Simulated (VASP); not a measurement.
# InSb3 (P4/mmm) in VASP: further runs

Runs on InSb3. Level: PBE. Tasks: single point.

All numbers are computed with VASP 6.6.1; they aren't measurements. Logs are shortened: lines on timing, memory, paths and dates and some standing lists are left out, and cuts for length are marked.

## Step 1: The cell of the first run

The structure is tetragonal, space group P4/mmm (No. 123). Conventional cell: a = 5.013 Å, b = 5.013 Å, c = 4.440 Å, α = 90.00°, β = 90.00°, γ = 90.00°. In (site symmetry 4/mmm) has 12 Sb at 3.35 to 3.54 Å within 4.4 Å. Within 4.4 Å of Sb (site symmetry mmm) lie 4 In at 3.35 Å and 8 Sb at 3.35 to 3.54 Å. Sb (site symmetry 4/mmm) has 8 Sb at 3.35 Å and 4 In at 3.54 Å within 4.4 Å.

## Step 2: Single point, PBE (volume 27.888 Å^3 an atom, c/a of the conventional cell 0.8857)

Input file INCAR:

```
SYSTEM = InSb3
PREC = Accurate
ENCUT = 520
EDIFF = 1E-6
ISMEAR = 0
SIGMA = 0.15
LREAL = .False.
LASPH = .True.
NELM = 80
ALGO = Normal
ISIF = 2
LWAVE = .False.
LCHARG = .False.
GGA = PE
NBANDS = 22
```

Input file KPOINTS:

```
Automatic mesh
0
Gamma
  10 10 10
  0 0 0
```

Input file POSCAR:

```
InSb3
1.0
    5.0126204064      0.0000000000      0.0000000000
    0.0000000000      5.0126204064      0.0000000000
    0.0000000000      0.0000000000      4.4396778939
In Sb
1 3
Direct
    0.0000000000      0.0000000000      0.0000000000
    0.5000000000      0.0000000000      0.5000000000
    0.0000000000      0.5000000000      0.5000000000
    0.5000000000      0.5000000000      0.0000000000
```

Potentials or basis: VASP PAW PBE potentials, release 64 (In_d, Sb).

The run is started by

```console
cat potpaw_PBE.64/In_d/POTCAR potpaw_PBE.64/Sb/POTCAR > POTCAR
mpirun -np 1 vasp_std > vasp.out
```

OUTCAR:

```text
SYSTEM = InSb3
   PREC = Accurate
   ENCUT = 520
   EDIFF = 1E-6
   ISMEAR = 0
   LREAL = .False.
   LASPH = .True.
   NELM = 80
   ISIF = 2
   GGA = PE

 ion  position               nearest neighbor table
   1  0.000  0.000  0.000-   2 3.35   3 3.35   2 3.35   3 3.35   3 3.35   3 3.35   2 3.35   2 3.35
                             4 3.54   4 3.54   4 3.54   4 3.54
   2  0.500  0.000  0.500-   1 3.35   4 3.35   1 3.35   4 3.35   4 3.35   4 3.35   1 3.35   1 3.35
                             3 3.54   3 3.54   3 3.54   3 3.54
   3  0.000  0.500  0.500-   1 3.35   4 3.35   1 3.35   4 3.35   1 3.35   1 3.35   4 3.35   4 3.35
                             2 3.54   2 3.54   2 3.54   2 3.54
   4  0.500  0.500  0.000-   2 3.35   3 3.35   2 3.35   3 3.35   2 3.35   2 3.35   3 3.35   3 3.35
                             1 3.54   1 3.54   1 3.54   1 3.54

  LATTYP: Found a simple tetragonal cell.
 ALAT       =     5.0126204064
 C/A-ratio  =     0.8857000000

  Lattice vectors:

 A1 = (   5.0126204064,   0.0000000000,   0.0000000000)
 A2 = (   0.0000000000,   5.0126204064,   0.0000000000)
 A3 = (   0.0000000000,   0.0000000000,   4.4396778939)

Analysis of symmetry for initial positions (statically):
=====================================================================
 Subroutine PRICEL returns:
 Original cell was already a primitive cell.

 Routine SETGRP: Setting up the symmetry group for a
 simple tetragonal supercell.

 Subroutine GETGRP returns: Found 16 space group operations
 (whereof 16 operations were pure point group operations)
 out of a pool of 16 trial point group operations.

The static configuration has the point symmetry D_4h.

Analysis of symmetry for dynamics (positions and initial velocities):
=====================================================================
 Subroutine PRICEL returns:
 Original cell was already a primitive cell.

 Routine SETGRP: Setting up the symmetry group for a
 simple tetragonal supercell.

 Subroutine GETGRP returns: Found 16 space group operations
 (whereof 16 operations were pure point group operations)
 out of a pool of 16 trial point group operations.

The dynamic configuration has the point symmetry D_4h.

 Subroutine INISYM returns: Found 16 space group operations
 (whereof 16 operations are pure point group operations),
 and found     1 'primitive' translations

----------------------------------------------------------------------------------------

                                     Primitive cell

  volume of cell :     111.5530

  direct lattice vectors                    reciprocal lattice vectors
     5.012620406  0.000000000  0.000000000     0.199496455  0.000000000  0.000000000
     0.000000000  5.012620406  0.000000000     0.000000000  0.199496455  0.000000000
     0.000000000  0.000000000  4.439677894     0.000000000  0.000000000  0.225241566

  length of vectors
     5.012620406  5.012620406  4.439677894     0.199496455  0.199496455  0.225241566

  position of ions in fractional coordinates (direct lattice)
     0.000000000  0.000000000  0.000000000
     0.500000000  0.000000000  0.500000000
     0.000000000  0.500000000  0.500000000
     0.500000000  0.500000000  0.000000000

  ion indices of the primitive-cell ions
   primitive index   ion index
                 1           1
                 2           2
                 3           3
                 4           4

----------------------------------------------------------------------------------------

 KPOINTS: Automatic mesh

Automatic generation of k-mesh.
 Grid dimensions read from file:
 generate k-points for:   10   10   10

 Generating k-lattice:

  Cartesian coordinates                     Fractional coordinates (reciprocal lattice)
     0.019949645  0.000000000  0.000000000     0.100000000  0.000000000  0.000000000
     0.000000000  0.019949645  0.000000000     0.000000000  0.100000000  0.000000000
     0.000000000  0.000000000  0.022524157     0.000000000  0.000000000  0.100000000

  Length of vectors
     0.019949645  0.019949645  0.022524157

  Shift w.r.t. Gamma in fractional coordinates (k-lattice)
     0.000000000  0.000000000  0.000000000

 Subroutine IBZKPT returns following result:
 ===========================================

 Found    126 irreducible k-points:

 Following reciprocal coordinates:
            Coordinates               Weight
  0.000000  0.000000  0.000000      1.000000
  0.100000  0.000000  0.000000      4.000000
  0.200000  0.000000  0.000000      4.000000
  0.300000  0.000000  0.000000      4.000000
  0.400000  0.000000  0.000000      4.000000
  0.500000  0.000000  0.000000      2.000000
[... 16 lines left out ...]
  0.100000  0.000000  0.100000      8.000000
  0.200000  0.000000  0.100000      8.000000
 [... further k-points ...]
   k-points           NKPTS =    126   k-points in BZ     NKDIM =    126   number of bands    NBANDS=     22
   number of dos      NEDOS =    301   number of ions     NIONS =      4
   total plane-waves  NPLWV =  57600
   dimension x,y,z NGX =    40 NGY =   40 NGZ =   36
   dimension x,y,z NGXF=    80 NGYF=   80 NGZF=   72
   ions per type =               1   3
   NGX,Y,Z   is equivalent  to a cutoff of  13.27, 13.27, 13.48 a.u.
   NGXF,Y,Z  is equivalent  to a cutoff of  26.53, 26.53, 26.96 a.u.
 SYSTEM =  InSb3
   PREC   = accura    normal or accurate (medium, high low for compatibility)
   ISTART =      0    job   : 0-new  1-cont  2-samecut
   ICHARG =      2    charge: 1-file 2-atom 10-const
   ISPIN  =      1    spin polarized calculation?
   LNONCOLLINEAR =      F non collinear calculations
   LSORBIT =      F    spin-orbit coupling
   LASPH  =      T    aspherical Exc in radial PAW
   ENCUT  =  520.0 eV  38.22 Ry    6.18 a.u.   9.32  9.32  8.25*2*pi/ulx,y,z
   NELM   =     80;   NELMIN=  2; NELMDL= -5     # of ELM steps
   EDIFF  = 0.1E-05   stopping-criterion for ELM
   LREAL  =      F    real-space projection
   EDIFFG = 0.1E-04   stopping-criterion for IOM
   NSW    =      0    number of steps for IOM
   IBRION =     -1    ionic relax: 0-MD 1-quasi-New 2-CG
   NFREE  =      0    steps in history (QN), initial steepest desc. (CG)
   ISIF   =      2    stress and relaxation
   ISYM   =      2    0-nonsym 1-usesym 2-fastsym
   POTIM  = 0.5000    time-step for ionic-motion
   TEBEG  =    0.0;   TEEND  =   0.0 temperature during run
   PSTRESS=    0.0 pullay stress
   NELECT =      28.0000    total number of electrons
   NUPDOWN=      -1.0000    fix difference up-down
   EMIN   =  10.00;   EMAX   =-10.00  energy-range for DOS
   EFERMI =   0.00;   METHOD = LEGACY
   ISMEAR =     0;   SIGMA  =   0.15  broadening in eV -4-tet -1-fermi 0-gaus
   EFERMI_NEDOS =   21; number of points for ismear=-14 and -15
   IALGO  =     38    algorithm
   IMIX   =      4    mixing-type and parameters
     AMIX     =   0.40;   BMIX     =  1.00
     AMIX_MAG =   1.60;   BMIX_MAG =  1.00
  volume/ion in A,a.u.               =      27.89       188.20
  Fermi-wavevector in a.u.,A,eV,Ry     =   1.032683  1.951488 14.509726  1.066435
  Thomas-Fermi vector in A             =   2.166893
   LORBIT       =      0    0 simple, 1 ext, 2 COOP (PROOUT), +10 PAW based schemes
   GGA     = PE    functional components
   LHFCALC =     F    Hartree Fock is set to
   AEXX    =    0.0000 exact exchange contribution
   IVDW    =     0    specifies the selected vdW correction
   LEPSILON=     F    determine dielectric tensor
   LRPA    =     F    only Hartree local field effects (RPA)
 non-spin polarized calculation
 Gauss-broadening in eV      SIGMA  =   0.15
  energy-cutoff  :      520.00
  volume of cell :      111.55
 maximum number of plane-waves:      3053
 NGX is ok and might be reduce to    40
   NGX = 19   NGY = 19   NGZ = 17

 number of electron      28.0000011 magnetization

 Free energy of the ion-electron system (eV)
  ---------------------------------------------------
  ext. energy  EPLUGINS =         0.00000000
  ---------------------------------------------------
  free energy    TOTEN  =       -14.27015745 eV

  energy without entropy =      -14.24536497  energy(sigma->0) =      -14.25776121

 E-fermi :   7.7306     XC(G=0): -10.0403

 val. band max:        7.7180956535   @ k =   0.4000   0.3000   0.1000
 cond. band min:       7.7352230820   @ k =   0.4000   0.4000   0.0000
 fundamental gap:      0.0171274285
 Fermi energy:         7.7305639412

 k-point     1 :       0.0000    0.0000    0.0000
  band No.  band energies     occupation
      1      -6.7664      2.00000
      2      -6.7460      2.00000
      3      -6.7380      2.00000
      4      -6.7359      2.00000
      5      -6.7359      2.00000
      6      -4.3628      2.00000
[... 14 lines left out ...]
     21      12.9555      0.00000
     22      13.3718      0.00000

 k-point     2 :       0.1000    0.0000    0.0000
  band No.  band energies     occupation
      1      -6.7653      2.00000
      2      -6.7455      2.00000
      3      -6.7387      2.00000
      4      -6.7367      2.00000
      5      -6.7359      2.00000
      6      -4.3075      2.00000
[... 14 lines left out ...]
     21      13.1084      0.00000
     22      13.4767      0.00000

 k-point     3 :       0.2000    0.0000    0.0000
  band No.  band energies     occupation
      1      -6.7623      2.00000
      2      -6.7444      2.00000
      3      -6.7405      2.00000
      4      -6.7389      2.00000
      5      -6.7358      2.00000
      6      -4.1435      2.00000
[... 14 lines left out ...]
     21      13.3890      0.00000
     22      13.4928      0.00000
[... 476 lines left out ...]
 k-point    23 :       0.1000    0.0000    0.1000
  band No.  band energies     occupation
      1      -6.7643      2.00000
      2      -6.7428      2.00000
      3      -6.7388      2.00000
      4      -6.7386      2.00000
      5      -6.7377      2.00000
      6      -4.2354      2.00000
[... 14 lines left out ...]
     21      13.2789      0.00000
     22      13.3514      0.00000

 k-point    24 :       0.2000    0.0000    0.1000
  band No.  band energies     occupation
      1      -6.7615      2.00000
      2      -6.7416      2.00000
      3      -6.7413      2.00000
      4      -6.7403      2.00000
      5      -6.7377      2.00000
      6      -4.0713      2.00000
[... 14 lines left out ...]
     21      13.1481      0.00000
     22      13.5982      0.00000

 [... further k-points ...]
[... 5 lines left out ...]
  --------------------------------------------------------------------------------------
  -------------------------------------------------------------------------------------
  Total        0.0171162      0.0171162     -0.3697298      0.0000000     -0.0000000      0.0000000
  in kB        0.2458310      0.2458310     -5.3102373      0.0000000     -0.0000000      0.0000000
  external PRESSURE =      -1.6061917 kB  Pullay stress =       0.0000000 kB

 VOLUME and BASIS-vectors are now :
 -----------------------------------------------------------------------------
  energy-cutoff  :      520.00
  volume of cell :      111.55
      direct lattice vectors                 reciprocal lattice vectors
     5.012620406  0.000000000  0.000000000     0.199496455  0.000000000  0.000000000
     0.000000000  5.012620406  0.000000000     0.000000000  0.199496455  0.000000000
     0.000000000  0.000000000  4.439677894     0.000000000  0.000000000  0.225241566

 POSITION                                       TOTAL-FORCE (eV/Angst)
 -----------------------------------------------------------------------------------
      0.00000      0.00000      0.00000         0.000000      0.000000      0.000000
      2.50631      0.00000      2.21984         0.000000      0.000000      0.000000
      0.00000      2.50631      2.21984         0.000000      0.000000      0.000000
      2.50631      2.50631      0.00000         0.000000      0.000000      0.000000
 -----------------------------------------------------------------------------------
    total drift:                               -0.000000     -0.000000     -0.000000

  FREE ENERGIE OF THE ION-ELECTRON SYSTEM (eV)
  ---------------------------------------------------
  free  energy   TOTEN  =       -14.2701574523 eV

  energy  without entropy=      -14.2453649690  energy(sigma->0) =      -14.25776121
```

It took 85 s on 1 thread of Intel Xeon 6975P-C (Granite Rapids), shared host; peak memory 0.43 GiB.

Results:

```
Free energy            : -14.2702 eV
Pressure               : -0.2 GPa
Band gap on the k mesh : zero (band 14 reaches 10.41 eV, above the bottom of band 15 at 6.57 eV)
```

Stress tensor (GPa, compression positive):
```
 0.02  0.00  0.00
 0.00  0.02  0.00
 0.00  0.00 -0.53
```

Caveat: spin-orbit coupling is left out, which moves the levels of the heavy elements.

## Step 3: Single point, PBE (volume 27.888 Å^3 an atom, c/a of the conventional cell 1.1290)

Changes to INCAR since step 2:

```diff
@@ -3,3 +3,3 @@
 ENCUT = 520
-EDIFF = 1E-6
+EDIFF = 1E-7
 ISMEAR = 0
@@ -8,3 +8,3 @@
 LASPH = .True.
-NELM = 80
+NELM = 60
 ALGO = Normal
```

Input file KPOINTS:

```
regular mesh
0
Gamma
  10 10 10
  0 0 0
```

Input file POSCAR:

```
InSb3
1.0
    4.6230549129      0.0000000000      0.0000000000
    0.0000000000      4.6230549129      0.0000000000
    0.0000000000      0.0000000000      5.2194289966
In Sb
1 3
Direct
    0.0000000000      0.0000000000      0.0000000000
    0.5000000000      0.0000000000      0.5000000000
    0.0000000000      0.5000000000      0.5000000000
    0.5000000000      0.5000000000      0.0000000000
```

Potentials or basis: VASP PAW PBE potentials, release 64 (In_d, Sb).

The run is started by

```console
cat potpaw_PBE.64/In_d/POTCAR potpaw_PBE.64/Sb/POTCAR > POTCAR
mpirun -np 1 vasp_std > vasp.out
```

It took 92 s on 1 thread of Intel Xeon 6975P-C (Granite Rapids), shared host; peak memory 0.42 GiB.

Results (log left out):

| Quantity | Value |
| --- | --- |
| Free energy | -14.2546 eV |
| Pressure | -0.1 GPa |
| Band gap on the k mesh | zero (band 14 reaches 10.19 eV, above the bottom of band 15 at 6.41 eV) |

Levels at points of the mesh, in eV from the Fermi level:
| k point | band 12 | band 13 | band 14 | band 15 | band 16 | band 17 |
| --- | --- | --- | --- | --- | --- | --- |
| (0.00, 0.00, 0.00) | -3.36 | 0.12 | 0.12 | 0.57 | 1.78 | 2.33 |
| (0.50, 0.00, 0.00) | -2.29 | -1.59 | -1.03 | -0.79 | 1.64 | 2.27 |
| (0.50, 0.50, 0.00) | -2.32 | -1.52 | -1.43 | -1.30 | -1.30 | 0.71 |
| (0.00, 0.00, 0.50) | -1.92 | -1.92 | -0.55 | -0.51 | 0.94 | 1.76 |
| (0.50, 0.00, 0.50) | -1.14 | -1.09 | -0.92 | -0.75 | 0.15 | 1.43 |
| (0.50, 0.50, 0.50) | -4.79 | -4.67 | 2.47 | 2.80 | 2.80 | 4.52 |

Caveat: spin-orbit coupling is left out, which moves the levels of the heavy elements.

## Step 4: Single point, PBE (volume 28.632 Å^3 an atom, c/a of the conventional cell 1.0625)

Input file INCAR:

```
SYSTEM = InSb3
  PREC = Accurate
  ENCUT = 520
  EDIFF = 1E-6
  ISMEAR = 0
  SIGMA = 0.15
  LREAL = .FALSE.
  LASPH = .TRUE.
  NELM = 100
  ALGO = Normal
  ISIF = 2
  LWAVE = .FALSE.
  LCHARG = .TRUE.
  GGA = PE
  LELF = .TRUE.
  LVHAR = .TRUE.
  NBANDS = 22
```

Input file KPOINTS:

```
Automatic mesh
0
G
  10 10 10
  0 0 0
```

Input file POSCAR:

```
InSb3
1.0
    4.7591301229      0.0000000000      0.0000000000
    0.0000000000      4.7591301229      0.0000000000
    0.0000000000      0.0000000000      5.0565757556
In Sb
1 3
Direct
    0.0000000000      0.0000000000      0.0000000000
    0.5000000000      0.0000000000      0.5000000000
    0.0000000000      0.5000000000      0.5000000000
    0.5000000000      0.5000000000      0.0000000000
```

The run is started by

```console
cat potpaw_PBE.64/In_d/POTCAR potpaw_PBE.64/Sb/POTCAR > POTCAR
mpirun -np 1 vasp_std > vasp.out
```

Run time: 72 s. Hardware: 1 thread of Intel Xeon 6975P-C (Granite Rapids), shared host; peak memory 0.42 GiB.

It converged, with:

- Free energy: -14.2459 eV
- Pressure: -1.3 GPa
- Band gap on the k mesh: zero (band 14 reaches 10.32 eV, above the bottom of band 15 at 6.25 eV)

Stress tensor (GPa, compression positive):
```
-1.26  0.00  0.00
 0.00 -1.26  0.00
 0.00  0.00 -1.45
```

Levels at points of the mesh, in eV from the Fermi level:
| k point | band 10 | band 11 | band 12 | band 13 | band 14 | band 15 | band 16 | band 17 | band 18 | band 19 |
| --- | --- | --- | --- | --- | --- | --- | --- | --- | --- | --- |
| (0.00, 0.00, 0.00) | -3.94 | -3.94 | -3.49 | 0.35 | 0.35 | 0.48 | 1.72 | 1.91 | 1.91 | 4.51 |
| (0.50, 0.00, 0.00) | -2.95 | -2.51 | -2.18 | -1.75 | -1.07 | -0.80 | 1.83 | 2.08 | 2.14 | 2.46 |
| (0.50, 0.50, 0.00) | -2.83 | -1.94 | -1.94 | -1.39 | -1.17 | -1.17 | -0.96 | 0.92 | 3.69 | 3.85 |
| (0.00, 0.00, 0.50) | -2.79 | -2.79 | -1.92 | -1.92 | -0.76 | -0.62 | 1.43 | 2.09 | 2.45 | 2.45 |
| (0.50, 0.00, 0.50) | -2.19 | -1.38 | -1.37 | -1.16 | -0.97 | -0.89 | -0.19 | 1.29 | 2.85 | 3.05 |
| (0.50, 0.50, 0.50) | -4.82 | -4.71 | -4.71 | -4.65 | 2.90 | 3.15 | 3.15 | 3.85 | 3.91 | 5.80 |

Caveat: spin-orbit coupling is left out, which moves the levels of the heavy elements.

## Step 5: Single point, PBE (volume 27.145 Å^3 an atom, c/a of the conventional cell 0.9411)

Input file INCAR:

```
  ALGO = Normal
  EDIFF = 1E-6
  ENCUT = 520
  GGA = PE
  ISIF = 2
  ISMEAR = 0
  LASPH = True
  LCHARG = True
  LELF = True
  LREAL = False
  LVHAR = True
  LWAVE = False
  NBANDS = 22
  NELM = 80
  PREC = Accurate
  SIGMA = 0.15
```

Input file KPOINTS:

```
k-points
0
Gamma
  10 10 10
```

Input file POSCAR:

```
InSb3
1.0
    4.8682329852      0.0000000000      0.0000000000
    0.0000000000      4.8682329852      0.0000000000
    0.0000000000      0.0000000000      4.5814940623
In Sb
1 3
Direct
    0.0000000000      0.0000000000      0.0000000000
    0.5000000000      0.0000000000      0.5000000000
    0.0000000000      0.5000000000      0.5000000000
    0.5000000000      0.5000000000      0.0000000000
```

The run is started by

```console
cat potpaw_PBE.64/In_d/POTCAR potpaw_PBE.64/Sb/POTCAR > POTCAR
mpirun -np 1 vasp_std > vasp.out
```

It took 61 s on 1 thread of Intel Xeon 6975P-C (Granite Rapids), shared host; peak memory 0.4 GiB.

The run converged. Its results:

- Free energy: -14.2500 eV
- Pressure: 1.4 GPa
- Band gap on the k mesh: zero (band 14 reaches 11.25 eV, above the bottom of band 15 at 6.93 eV)

Levels at points of the mesh, in eV from the Fermi level:
```
           k point  band 10  band 11  band 12  band 13  band 14  band 15  band 16  band 17  band 18  band 19
(0.00, 0.00, 0.00)    -4.52    -4.02    -3.50     0.33     0.33     0.53     1.86     1.93     1.93     4.33
(0.50, 0.00, 0.00)    -3.20    -2.68    -2.35    -1.85    -0.92    -0.73     1.92     2.27     2.41     2.59
(0.50, 0.50, 0.00)    -2.00    -1.20    -1.20    -1.16    -0.90    -0.90     0.17     1.36     2.85     3.11
(0.00, 0.00, 0.50)    -2.91    -2.91    -2.16    -2.16    -1.37    -1.05     1.93     1.93     2.46     2.67
(0.50, 0.00, 0.50)    -2.69    -1.82    -1.80    -1.45    -1.23    -1.16    -0.66     0.93     3.55     3.76
(0.50, 0.50, 0.50)    -5.10    -5.10    -4.99    -4.79     3.17     3.26     3.82     3.82     4.03     6.41
```

Caveat: spin-orbit coupling is left out, which moves the levels of the heavy elements.

## Step 6: Summary

```tsv
cell	gap on the mesh (eV)	pressure (GPa)
a = 5.013, b = 5.013, c = 4.440 Å, 4 atoms	none	-0.2
a = 4.623, b = 4.623, c = 5.219 Å, 4 atoms	none	-0.1
a = 4.759, b = 4.759, c = 5.057 Å, 4 atoms	none	-1.3
a = 4.868, b = 4.868, c = 4.581 Å, 4 atoms	none	1.4
```

Alike in all rows: task single point; level PBE; potentials or basis VASP PAW PBE potentials, release 64 (In_d, Sb); no spin polarisation; k mesh 10 × 10 × 10; cutoff (eV) 520; smearing gaussian 0.15 eV.

Caveats: spin-orbit coupling is left out, which moves the levels of the heavy elements.

Absolute energies hang on the potentials; compare differences alone.
